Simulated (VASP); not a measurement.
A run of VASP 6.6.1 is set up as follows.

INCAR

```
SYSTEM = TiPt3
  PREC = Accurate
  ENCUT = 520
  EDIFF = 1E-6
  ISMEAR = 0
  SIGMA = 0.1
  LREAL = .FALSE.
  LASPH = .TRUE.
  NELM = 60
  ALGO = Fast
  ISIF = 2
  LWAVE = .FALSE.
  LCHARG = .FALSE.
  GGA = PS
  NBANDS = 29
```

Contents of KPOINTS:

```
regular mesh
0
G
  12 12 12
  0 0 0
```

File POSCAR:

```
TiPt3
1.0
    3.8851395672      0.0000000000      0.0000000000
    0.0000000000      3.8851395672      0.0000000000
    0.0000000000      0.0000000000      3.8851395672
Ti Pt
1 3
Direct
    0.0000000000      0.0000000000      0.0000000000
    0.0000000000      0.5000000000      0.5000000000
    0.5000000000      0.0000000000      0.5000000000
    0.5000000000      0.5000000000      0.0000000000
```

Potentials or basis: VASP PAW PBE potentials, release 64 (Ti_sv, Pt).

Launch:

```console
$ cat potpaw_PBE.64/Ti_sv/POTCAR potpaw_PBE.64/Pt/POTCAR > POTCAR
$ mpirun -np 1 vasp_std > vasp.out
```

(1) Predict the band gap on the k mesh.

(2) Estimate the pressure.

Results:

(1) zero (bands 21 and 22 overlap by 1.87 eV).

(2) 2.7 GPa.

Caveat: the PAW data sets were made with another functional, which shifts forces and pressure a little; spin-orbit coupling is left out, which moves the levels of the heavy elements.
